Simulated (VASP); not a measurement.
A run of VASP 6.6.1 is set up as follows.

Contents of INCAR:

```
SYSTEM = Sc4InSb
  PREC = Accurate
  ENCUT = 520
  EDIFF = 1E-7
  ISMEAR = 0
  SIGMA = 0.1
  LREAL = .FALSE.
  LASPH = .TRUE.
  NELM = 60
  ALGO = Fast
  ISIF = 2
  LWAVE = .FALSE.
  LCHARG = .FALSE.
  GGA = PE
  NBANDS = 40
```

KPOINTS

```
regular mesh
0
G
  4 4 4
  0 0 0
```

POSCAR

```
Sc4InSb
1.0
    4.8444495816      0.0000000000      0.0000000000
    0.0000000000      4.8444495816      0.0000000000
    0.0000000000      0.0000000000      6.7928144655
Sc In Sb
4 1 1
Direct
    0.5000000000      0.0000000000      0.2537300497
    0.5000000000      0.0000000000      0.7462699503
    0.0000000000      0.5000000000      0.7462699503
    0.0000000000      0.5000000000      0.2537300497
    0.0000000000      0.0000000000      0.5000000000
    0.5000000000      0.5000000000      0.0000000000
```

Potentials or basis: VASP PAW PBE potentials, release 64 (Sc_sv, In_d, Sb).

The run is started by

```bash
$ cat potpaw_PBE.64/Sc_sv/POTCAR potpaw_PBE.64/In_d/POTCAR potpaw_PBE.64/Sb/POTCAR > POTCAR
$ mpirun -np 1 vasp_std > vasp.out
```

Problem. Estimate the band gap on the k mesh.

Solution. Zero (bands 31 and 32 overlap by 0.64 eV).

Problem. Predict the pressure.

Solution. 0.3 GPa.

Forces on the atoms (eV/Å):
```
Sc   0.000  0.000  0.003
Sc   0.000  0.000 -0.003
Sc   0.000  0.000 -0.003
Sc   0.000  0.000  0.003
In   0.000  0.000  0.000
Sb   0.000  0.000  0.000
```

Caveat: spin-orbit coupling is left out, which moves the levels of the heavy elements.
